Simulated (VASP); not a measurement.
## Ge2CN4: single point with PBE

Crystal: Ge2CN4.

```
Ge C N
1.0
     7.65688    0.00000    0.00154
     0.00000    2.93659    0.00000
    -3.82710    0.00000    6.56202
Ge C N
4 2 8
Direct
  0.39813 0.25000 0.19624
  0.15055 0.75000 0.75535
  0.84945 0.25000 0.24465
  0.60187 0.75000 0.80376
  0.22667 0.75000 0.42962
  0.77333 0.25000 0.57038
  0.68273 0.25000 0.35658
  0.31727 0.75000 0.64342
  0.29021 0.25000 0.36298
  0.32403 0.75000 0.03171
  0.01156 0.75000 0.32366
  0.98844 0.25000 0.67634
  0.70979 0.75000 0.63702
  0.67597 0.25000 0.96829
```

* Program: VASP 6.6.1
* Task: single point
* Functional: PBE
* Potentials or basis: VASP PAW PBE potentials, release 64 (Ge_d, C, N)
* Cutoff: 520 eV
* k mesh: 4 × 8 × 4
* Occupations: fermi-dirac, width 0.02 eV
* Spin: no spin polarisation

```yaml
Pressure: -0.4 GPa
Largest_force: 0.108 eV/Å
Band_gap_on_the_k_mesh: 0.99 eV (least direct gap 1.31 eV)
```

Forces in eV/Å, atoms in the order of the input:
```
Ge  -0.005  0.000 -0.018
Ge  -0.017  0.000  0.005
Ge   0.017  0.000 -0.005
Ge   0.005  0.000  0.018
C    0.052  0.000 -0.038
C   -0.052  0.000  0.038
N    0.011  0.000 -0.081
N   -0.011  0.000  0.081
N    0.031  0.000 -0.022
N   -0.012  0.000  0.016
N   -0.095  0.000 -0.052
N    0.095  0.000  0.052
N   -0.031  0.000  0.022
N    0.012  0.000 -0.016
```

Stress tensor (GPa, compression positive):
```
-0.40  0.00  0.04
 0.00 -0.53  0.00
 0.04  0.00 -0.29
```

Levels at points of the mesh, in eV from the valence-band top:
| k point | band 49 | band 50 | band 51 | band 52 | band 53 | band 54 | band 55 | band 56 |
| --- | --- | --- | --- | --- | --- | --- | --- | --- |
| (0.00, 0.00, 0.00) | -0.94 | -0.55 | -0.46 | -0.38 | 1.18 | 1.24 | 2.76 | 3.50 |
| (0.50, 0.00, 0.00) | -1.49 | -0.59 | -0.43 | -0.32 | 0.99 | 1.77 | 3.43 | 4.07 |
| (0.00, 0.50, 0.00) | -1.84 | -1.84 | -0.92 | -0.92 | 3.36 | 3.36 | 3.52 | 3.52 |
| (0.50, 0.50, 0.00) | -1.73 | -1.73 | -0.74 | -0.74 | 2.96 | 2.96 | 4.42 | 4.42 |
| (0.00, 0.00, 0.50) | -1.26 | -0.50 | -0.47 | -0.47 | 1.56 | 1.56 | 3.04 | 4.03 |
| (0.50, 0.00, 0.50) | -1.10 | -0.62 | -0.49 | -0.45 | 1.22 | 1.71 | 3.47 | 3.53 |
| (0.00, 0.50, 0.50) | -1.46 | -1.46 | -1.05 | -1.05 | 3.36 | 3.36 | 4.00 | 4.00 |
| (0.50, 0.50, 0.50) | -1.74 | -1.74 | -0.82 | -0.82 | 2.93 | 2.93 | 4.33 | 4.33 |

Wall time 5.2 min on 1 thread of AMD EPYC 9R45 96-Core Processor (Zen 5), on a shared host, peak memory 0.46 GiB.

A k mesh can miss the band edges.
